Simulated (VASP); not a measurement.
Here is a VASP 6.6.1 calculation.

Contents of INCAR:

```
ALGO     = Normal         # electronic algorithm
EDIFF    = 1E-7           # SCF threshold, eV
EDIFFG   = -0.04          # ionic threshold
ENCUT    = 500            # plane-wave cutoff, eV
GGA      = PE             # functional
GGA_COMPAT= False        
IBRION   = 2              # ionic algorithm
ISIF     = 3              # what is computed and relaxed
ISMEAR   = 0              # smearing method
ISPIN    = 2              # spin polarisation
LASPH    = True           # aspherical terms in the spheres
LCHARG   = False          # write CHGCAR
LMAXMIX  = 4              # l up to which the mixer works
LORBIT   = 11             # projections on sites
LREAL    = False          # projectors in reciprocal space
LWAVE    = False          # write WAVECAR
MAGMOM   = 1 0 0 0 0      # initial moments
NELM     = 200            # most SCF steps
NELMIN   = 4            
NSW      = 90             # ionic steps
PREC     = Accurate       # precision mode
SIGMA    = 0.1            # smearing width, eV
```

The input KPOINTS:

```
k-points
0
Gamma
  4 4 4
```

The input POSCAR:

```
PtRhSe3
1.0
    4.6164093900      0.0000000000      0.0000000000
    0.0000000000      4.6164093900      0.0000000000
    0.0000000000      0.0000000000      4.6164093900
Rh Pt Se
1 1 3
Direct
    0.0000000000      0.0000000000      0.0000000000
    0.5000000000      0.5000000000      0.5000000000
    0.0000000000      0.5000000000      0.5000000000
    0.5000000000      0.0000000000      0.5000000000
    0.5000000000      0.5000000000      0.0000000000
```

Potentials or basis: VASP PAW PBE potentials, release 64 (Rh_pv, Pt, Se).

Command:

```sh
$ cat potpaw_PBE.64/Rh_pv/POTCAR potpaw_PBE.64/Pt/POTCAR potpaw_PBE.64/Se/POTCAR > POTCAR
$ mpirun -np 1 vasp_std > vasp.out
```

Question: Estimate the net moment.

Answer: 0.00 μB per cell.

Question: Predict the space group after relaxing (to 0.05 Å).

Answer: Pm-3m (No. 221).

Question: Predict the relaxed volume.

Answer: 23.71 Å³/atom.

The path:
| step | energy change (eV) | largest force (eV/Å) | pressure (GPa) | volume (Å³) |
| --- | --- | --- | --- | --- |
| 1 | 0.0000 | 0.0000 | 22.05 | 98.38 |
| 2 | -0.3041 | 0.0000 | -9.10 | 142.20 |
| 3 | -1.1286 | 0.0000 | -0.23 | 118.54 |

Caveat: the volume moved by over 15 % at a fixed basis, so the end points are rough.
